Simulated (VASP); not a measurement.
Set up this calculation in VASP 6.6.1, as the native input.

```
Task                   : single point
Functional             : LDA
Potentials or basis    : VASP PAW LDA potentials, release 64 (Al, O)
Cutoff                 : 520 eV
k mesh                 : 3 × 4 × 1
Occupations            : gaussian, width 0.1 eV
Spin                   : no spin polarisation
Dipole correction      : no
Further INCAR settings : LREAL = Auto; ALGO = Normal; EDIFF = 1e-06; NBANDS = 49
```

The structure of Al20O lies in POSCAR:

```
Al20O
1.0
    8.1000000000      0.0000000000      0.0000000000
    0.0000000000      5.7275650000      0.0000000000
    0.0000000000      0.0000000000     16.7275650000
Al O
20 1
Direct
    0.0000000000      0.0000000000      0.0597816239
    0.5000000000      0.0000000000      0.0597816239
    0.0000000000      0.5000000873      0.0597816239
    0.5000000000      0.5000000873      0.0597816239
    0.2500000000      0.2499999564      0.1453823076
    0.7500000000      0.2499999564      0.1453823076
    0.2500000000      0.7500000436      0.1453823076
    0.7500000000      0.7500000436      0.1453823076
   -0.0018464198      0.0029454052      0.2214487285
    0.5038943210     -0.0077394146      0.2274200698
    0.0078981481      0.5004157962      0.2266115242
    0.5050981481      0.4901164806      0.2234502153
    0.2590080247      0.2197591821      0.3205773225
    0.7588939506      0.2484059107      0.3046112808
    0.2662296296      0.7115423395      0.3132571896
    0.7629125926      0.7415697596      0.3061691884
   -0.0286955556     -0.0067602899      0.3936929852
    0.5355562963     -0.0121400630      0.3874774362
   -0.0108425926      0.4851047522      0.3880479317
    0.5192088889      0.4851497975      0.3842482154
    0.1869277778      0.9400946126      0.3770857862
```

The input as run:

INCAR

```
SYSTEM = Al20O
ALGO     = Normal         ! electronic algorithm
EDIFF    = 1E-6           ! SCF threshold, eV
ENCUT    = 520            ! plane-wave cutoff, eV
ISIF     = 2              ! what is computed and relaxed
ISMEAR   = 0              ! smearing method
LASPH    = .TRUE.         ! aspherical terms in the spheres
LCHARG   = .FALSE.        ! write CHGCAR
LREAL    = Auto         
LWAVE    = .FALSE.        ! write WAVECAR
NBANDS   = 49             ! bands
NELM     = 60             ! most SCF steps
PREC     = Accurate       ! precision mode
SIGMA    = 0.1            ! smearing width, eV
```

KPOINTS

```
k-points
0
G
  3 4 1
  0 0 0
```

Potentials or basis: VASP PAW LDA potentials, release 64 (Al, O).

Launch:

```bash
$ cat potpaw_LDA.64/Al/POTCAR potpaw_LDA.64/O/POTCAR > POTCAR
$ mpirun -np 1 vasp_std > vasp.out
```

Results of the run:

```json
{"Largest force": "0.947 eV/Å", "Band gap on the k mesh": "zero (band 33 reaches 1.24 eV, above the bottom of band 34 at 0.87 eV)"}
```

Wall time 5.1 min on 1 thread of Intel(R) Xeon(R) 6975P-C (Granite Rapids) (shared host), peak memory 0.62 GiB.
